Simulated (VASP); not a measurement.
# Zr2AlN3 (P6_3mc) in VASP: single point with PBE

Aim: the single point of Zr2AlN3 with PBE.

Everything below comes from runs of VASP 6.6.1. Logs are shortened: lines on timing, memory, paths and dates and some standing lists are left out, and cuts for length are marked.

**1. The cell of the first run**

Symmetry: P6_3mc, No. 186, hexagonal system. Conventional cell: a = 3.402 Å, b = 3.402 Å, c = 16.651 Å, α = 90.00°, β = 90.00°, γ = 120.00°. Zr (site symmetry 3m) has 4 N at 2.09 to 2.24 Å within 2.8 Å. Within 2.8 Å of Zr (site symmetry 3m) lie 4 N at 2.13 to 2.18 Å. Within 2.5 Å of Al (site symmetry 3m) lie 4 N at 1.90 to 2.02 Å. N (site symmetry 3m) has 3 Al at 2.02 Å and 1 Zr at 2.24 Å within 2.7 Å. N (site symmetry 3m) has 4 Zr at 2.09 to 2.18 Å within 2.8 Å. Within 2.5 Å of N (site symmetry 3m) lie 1 Al at 1.90 Å and 3 Zr at 2.13 Å.

**2. Single point, PBE**

INCAR reads:

```
SYSTEM = Zr2AlN3
ALGO     = Normal         ! electronic algorithm
EDIFF    = 1E-7           ! SCF threshold, eV
ENCUT    = 520            ! plane-wave cutoff, eV
GGA      = PE             ! functional
ISIF     = 2              ! what is computed and relaxed
ISMEAR   = 0              ! smearing method
LASPH    = .TRUE.         ! aspherical terms in the spheres
LCHARG   = .TRUE.         ! write CHGCAR
LELF     = .TRUE.         ! ELF
LREAL    = .FALSE.        ! projectors in reciprocal space
LVHAR    = .TRUE.       
LWAVE    = .FALSE.        ! write WAVECAR
NBANDS   = 54             ! bands
NELM     = 60             ! most SCF steps
PREC     = Accurate       ! precision mode
SIGMA    = 0.1            ! smearing width, eV
```

KPOINTS reads:

```
k-points
0
G
  12 12 4
  0 0 0
```

POSCAR reads:

```
Zr2AlN3
1.0
    3.4017908405      0.0000000000      0.0000000000
   -1.7008954203      2.9460372862      0.0000000000
    0.0000000000      0.0000000000     16.6511726306
Zr Al N
4 2 6
Direct
    0.3333333333      0.6666666667      0.0037416574
    0.3333333333      0.6666666667      0.3299968746
    0.6666666667      0.3333333333      0.5037416574
    0.6666666667      0.3333333333      0.8299968746
    0.3333333333      0.6666666667      0.6664844372
    0.6666666667      0.3333333333      0.1664844372
    0.3333333333      0.6666666667      0.1383663728
    0.3333333333      0.6666666667      0.4608304482
    0.3333333333      0.6666666667      0.7805802100
    0.6666666667      0.3333333333      0.2805802100
    0.6666666667      0.3333333333      0.6383663728
    0.6666666667      0.3333333333      0.9608304482
```

Potentials or basis: VASP PAW PBE potentials, release 64 (Zr_sv, Al, N).

The run is started by

```bash
$ cat potpaw_PBE.64/Zr_sv/POTCAR potpaw_PBE.64/Al/POTCAR potpaw_PBE.64/N/POTCAR > POTCAR
$ mpirun -np 1 vasp_std > vasp.out
```

OUTCAR:

```text
SYSTEM = Zr2AlN3
   EDIFF = 1E-7
   ENCUT = 520
   GGA = PE
   ISIF = 2
   ISMEAR = 0
   LASPH = .TRUE.
   LREAL = .FALSE.
   NELM = 60
   PREC = Accurate

 ion  position               nearest neighbor table
   1  0.333  0.667  0.004-  12 2.09  12 2.09  12 2.09   7 2.24   6 3.35   6 3.35   6 3.35   4 3.50
                             4 3.50   4 3.50
   2  0.333  0.667  0.330-  10 2.13  10 2.13  10 2.13   8 2.18   6 3.36   6 3.36   6 3.36   3 3.50
                             3 3.50   3 3.50
   3  0.667  0.333  0.504-   8 2.09   8 2.09   8 2.09  11 2.24   5 3.35   5 3.35   5 3.35   2 3.50
                             2 3.50   2 3.50
   4  0.667  0.333  0.830-   9 2.13   9 2.13   9 2.13  12 2.18   5 3.36   5 3.36   5 3.36   1 3.50
                             1 3.50   1 3.50
   5  0.333  0.667  0.666-   9 1.90  11 2.02  11 2.02  11 2.02   3 3.35   3 3.35   3 3.35   4 3.36
                             4 3.36   4 3.36
   6  0.667  0.333  0.166-  10 1.90   7 2.02   7 2.02   7 2.02   1 3.35   1 3.35   1 3.35   2 3.36
                             2 3.36   2 3.36
   7  0.333  0.667  0.138-   6 2.02   6 2.02   6 2.02   1 2.24
   8  0.333  0.667  0.461-   3 2.09   3 2.09   3 2.09   2 2.18
   9  0.333  0.667  0.781-   5 1.90   4 2.13   4 2.13   4 2.13
  10  0.667  0.333  0.281-   6 1.90   2 2.13   2 2.13   2 2.13
  11  0.667  0.333  0.638-   5 2.02   5 2.02   5 2.02   3 2.24
  12  0.667  0.333  0.961-   1 2.09   1 2.09   1 2.09   4 2.18

  LATTYP: Found a hexagonal cell.
 ALAT       =     3.4017908405
 C/A-ratio  =     4.8948255232

  Lattice vectors:

 A1 = (   3.4017908405,   0.0000000000,   0.0000000000)
 A2 = (  -1.7008954203,   2.9460372862,   0.0000000000)
 A3 = (   0.0000000000,   0.0000000000,  16.6511726306)

Analysis of symmetry for initial positions (statically):
=====================================================================
 Subroutine PRICEL returns:
 Original cell was already a primitive cell.

 Routine SETGRP: Setting up the symmetry group for a
 hexagonal supercell.

 Subroutine GETGRP returns: Found 12 space group operations
 (whereof  6 operations were pure point group operations)
 out of a pool of 24 trial point group operations.

The static configuration has the point symmetry C_3v.
 The point group associated with its full space group is C_6v.

Analysis of symmetry for dynamics (positions and initial velocities):
=====================================================================
 Subroutine PRICEL returns:
 Original cell was already a primitive cell.

 Routine SETGRP: Setting up the symmetry group for a
 hexagonal supercell.

 Subroutine GETGRP returns: Found 12 space group operations
 (whereof  6 operations were pure point group operations)
 out of a pool of 24 trial point group operations.

The dynamic configuration has the point symmetry C_3v.
 The point group associated with its full space group is C_6v.

 Subroutine INISYM returns: Found 12 space group operations
 (whereof  6 operations are pure point group operations),
 and found     1 'primitive' translations

----------------------------------------------------------------------------------------

                                     Primitive cell

  volume of cell :     166.8748

  direct lattice vectors                    reciprocal lattice vectors
     3.401790840  0.000000000  0.000000000     0.293962812  0.169719508  0.000000000
    -1.700895420  2.946037286  0.000000000     0.000000000  0.339439017  0.000000000
     0.000000000  0.000000000 16.651172631     0.000000000  0.000000000  0.060055830

  length of vectors
     3.401790840  3.401790840 16.651172631     0.339439017  0.339439017  0.060055830

  position of ions in fractional coordinates (direct lattice)
     0.333333333  0.666666667  0.003741657
     0.333333333  0.666666667  0.329996875
     0.666666667  0.333333333  0.503741657
     0.666666667  0.333333333  0.829996875
     0.333333333  0.666666667  0.666484437
     0.666666667  0.333333333  0.166484437
     0.333333333  0.666666667  0.138366373
     0.333333333  0.666666667  0.460830448
     0.333333333  0.666666667  0.780580210
     0.666666667  0.333333333  0.280580210
     0.666666667  0.333333333  0.638366373
     0.666666667  0.333333333  0.960830448

  ion indices of the primitive-cell ions
   primitive index   ion index
                 1           1
                 2           2
                 3           3
                 4           4
                 5           5
                 6           6
                 7           7
                 8           8
                 9           9
                10          10
                11          11
                12          12

----------------------------------------------------------------------------------------

 KPOINTS: k-points

Automatic generation of k-mesh.
 Grid dimensions read from file:
 generate k-points for:   12   12    4

 Generating k-lattice:

  Cartesian coordinates                     Fractional coordinates (reciprocal lattice)
     0.024496901  0.014143292  0.000000000     0.083333333  0.000000000  0.000000000
     0.000000000  0.028286585  0.000000000     0.000000000  0.083333333  0.000000000
     0.000000000  0.000000000  0.015013958     0.000000000  0.000000000  0.250000000

  Length of vectors
     0.028286585  0.028286585  0.015013958

  Shift w.r.t. Gamma in fractional coordinates (k-lattice)
     0.000000000  0.000000000  0.000000000

 Subroutine IBZKPT returns following result:
 ===========================================

 Found     57 irreducible k-points:

 Following reciprocal coordinates:
            Coordinates               Weight
  0.000000  0.000000  0.000000      1.000000
  0.083333  0.000000  0.000000      6.000000
  0.166667  0.000000  0.000000      6.000000
  0.250000  0.000000  0.000000      6.000000
  0.333333 -0.000000  0.000000      6.000000
  0.416667 -0.000000  0.000000      6.000000
[... 16 lines left out ...]
  0.250000  0.000000  0.250000     12.000000
  0.333333 -0.000000  0.250000     12.000000
 [... further k-points ...]
   k-points           NKPTS =     57   k-points in BZ     NKDIM =     57   number of bands    NBANDS=     54
   number of dos      NEDOS =    301   number of ions     NIONS =     12
   total plane-waves  NPLWV =  98784
   dimension x,y,z NGX =    28 NGY =   28 NGZ =  126
   dimension x,y,z NGXF=    56 NGYF=   56 NGZF=  252
   ions per type =               4   2   6
   NGX,Y,Z   is equivalent  to a cutoff of  13.68, 13.68, 12.58 a.u.
   NGXF,Y,Z  is equivalent  to a cutoff of  27.37, 27.37, 25.16 a.u.
 SYSTEM =  Zr2AlN3
   PREC   = accura    normal or accurate (medium, high low for compatibility)
   ISTART =      0    job   : 0-new  1-cont  2-samecut
   ICHARG =      2    charge: 1-file 2-atom 10-const
   ISPIN  =      1    spin polarized calculation?
   LNONCOLLINEAR =      F non collinear calculations
   LSORBIT =      F    spin-orbit coupling
   LASPH  =      T    aspherical Exc in radial PAW
   ENCUT  =  520.0 eV  38.22 Ry    6.18 a.u.   6.33  6.33 30.96*2*pi/ulx,y,z
   NELM   =     60;   NELMIN=  2; NELMDL= -5     # of ELM steps
   EDIFF  = 0.1E-06   stopping-criterion for ELM
   LREAL  =      F    real-space projection
   EDIFFG = 0.1E-05   stopping-criterion for IOM
   NSW    =      0    number of steps for IOM
   IBRION =     -1    ionic relax: 0-MD 1-quasi-New 2-CG
   NFREE  =      0    steps in history (QN), initial steepest desc. (CG)
   ISIF   =      2    stress and relaxation
   ISYM   =      2    0-nonsym 1-usesym 2-fastsym
   POTIM  = 0.5000    time-step for ionic-motion
   TEBEG  =    0.0;   TEEND  =   0.0 temperature during run
   PSTRESS=    0.0 pullay stress
   NELECT =      84.0000    total number of electrons
   NUPDOWN=      -1.0000    fix difference up-down
   EMIN   =  10.00;   EMAX   =-10.00  energy-range for DOS
   EFERMI =   0.00;   METHOD = LEGACY
   ISMEAR =     0;   SIGMA  =   0.10  broadening in eV -4-tet -1-fermi 0-gaus
   EFERMI_NEDOS =   21; number of points for ismear=-14 and -15
   IALGO  =     38    algorithm
   IMIX   =      4    mixing-type and parameters
     AMIX     =   0.40;   BMIX     =  1.00
     AMIX_MAG =   1.60;   BMIX_MAG =  1.00
  volume/ion in A,a.u.               =      13.91        93.84
  Fermi-wavevector in a.u.,A,eV,Ry     =   1.302280  2.460952 23.074572  1.695933
  Thomas-Fermi vector in A             =   2.433358
   LORBIT       =      0    0 simple, 1 ext, 2 COOP (PROOUT), +10 PAW based schemes
   GGA     = PE    functional components
   LHFCALC =     F    Hartree Fock is set to
   AEXX    =    0.0000 exact exchange contribution
   IVDW    =     0    specifies the selected vdW correction
   LEPSILON=     F    determine dielectric tensor
   LRPA    =     F    only Hartree local field effects (RPA)
 non-spin polarized calculation
 Gauss-broadening in eV      SIGMA  =   0.10
  energy-cutoff  :      520.00
  volume of cell :      166.87
 maximum number of plane-waves:      4526
 NGX is ok and might be reduce to    28
   NGX = 13   NGY = 13   NGZ = 61

 number of electron      83.9999996 magnetization

 Free energy of the ion-electron system (eV)
  ---------------------------------------------------
  ext. energy  EPLUGINS =         0.00000000
  ---------------------------------------------------
  free energy    TOTEN  =      -105.93680375 eV

  energy without entropy =     -105.91894145  energy(sigma->0) =     -105.92787260

 E-fermi :   8.9284     XC(G=0): -10.9393

 val. band max:        8.9150692280   @ k =   0.1667   0.0833   0.2500
 cond. band min:       8.9329518925   @ k =   0.1667   0.0833   0.0000
 fundamental gap:      0.0178826644
 Fermi energy:         8.9283885608

 k-point     1 :       0.0000    0.0000    0.0000
  band No.  band energies     occupation
      1     -40.6425      2.00000
      2     -40.6425      2.00000
      3     -40.4888      2.00000
      4     -40.4888      2.00000
      5     -19.0248      2.00000
      6     -19.0205      2.00000
[... 46 lines left out ...]
     53      11.7915      0.00000
     54      12.1163      0.00000
[... 1309 lines left out ...]
     53      12.1581      0.00000
     54      12.3790      0.00000

 [... further k-points ...]

------------------------ aborting loop because EDIFF is reached ----------------------------------------

  FORCE on cell =-STRESS in cart. coord.  units (eV):
  Direction    XX          YY          ZZ          XY          YZ          ZX
  --------------------------------------------------------------------------------------
  -------------------------------------------------------------------------------------
  Total        0.0974846      0.0974846      0.1037611     -0.0000000     -0.0000000      0.0000000
  in kB        0.9359570      0.9359570      0.9962183     -0.0000000     -0.0000000      0.0000000
  external PRESSURE =       0.9560441 kB  Pullay stress =       0.0000000 kB

 VOLUME and BASIS-vectors are now :
 -----------------------------------------------------------------------------
  energy-cutoff  :      520.00
  volume of cell :      166.87
      direct lattice vectors                 reciprocal lattice vectors
     3.401790840  0.000000000  0.000000000     0.293962812  0.169719508  0.000000000
    -1.700895420  2.946037286  0.000000000     0.000000000  0.339439017  0.000000000
     0.000000000  0.000000000 16.651172631     0.000000000  0.000000000  0.060055830

 POSITION                                       TOTAL-FORCE (eV/Angst)
 -----------------------------------------------------------------------------------
     -0.00000      1.96402      0.06230        -0.000000     -0.000000      0.008956
     -0.00000      1.96402      5.49483         0.000000      0.000000      0.007063
      1.70090      0.98201      8.38789         0.000000     -0.000000      0.008956
      1.70090      0.98201     13.82042        -0.000000      0.000000      0.007063
     -0.00000      1.96402     11.09775        -0.000000      0.000000      0.002704
      1.70090      0.98201      2.77216         0.000000      0.000000      0.002704
     -0.00000      1.96402      2.30396         0.000000     -0.000000      0.014807
     -0.00000      1.96402      7.67337         0.000000      0.000000     -0.009316
     -0.00000      1.96402     12.99758         0.000000      0.000000     -0.024214
      1.70090      0.98201      4.67199        -0.000000     -0.000000     -0.024214
      1.70090      0.98201     10.62955        -0.000000      0.000000      0.014807
      1.70090      0.98201     15.99895        -0.000000      0.000000     -0.009316
 -----------------------------------------------------------------------------------
    total drift:                                0.000000      0.000000     -0.000400

  FREE ENERGIE OF THE ION-ELECTRON SYSTEM (eV)
  ---------------------------------------------------
  free  energy   TOTEN  =      -105.9368037534 eV

  energy  without entropy=     -105.9189414481  energy(sigma->0) =     -105.92787260
```

It took 18 min on 1 thread of Intel Xeon Platinum 8259CL at 2.50GHz (Skylake/Cascade Lake), shared host; peak memory 0.56 GiB.

Results:

- Free energy: -105.9368 eV
- Pressure: 0.1 GPa
- Largest force: 0.024 eV/Å
- Band gap on the k mesh: zero (bands 42 and 43 overlap by 0.72 eV)

Forces on the atoms (eV/Å):
```
Zr   0.000  0.000  0.009
Zr   0.000  0.000  0.007
Zr   0.000  0.000  0.009
Zr   0.000  0.000  0.007
Al   0.000  0.000  0.003
Al   0.000  0.000  0.003
N    0.000  0.000  0.015
N    0.000  0.000 -0.009
N    0.000  0.000 -0.024
N    0.000  0.000 -0.024
N    0.000  0.000  0.015
N    0.000  0.000 -0.009
```
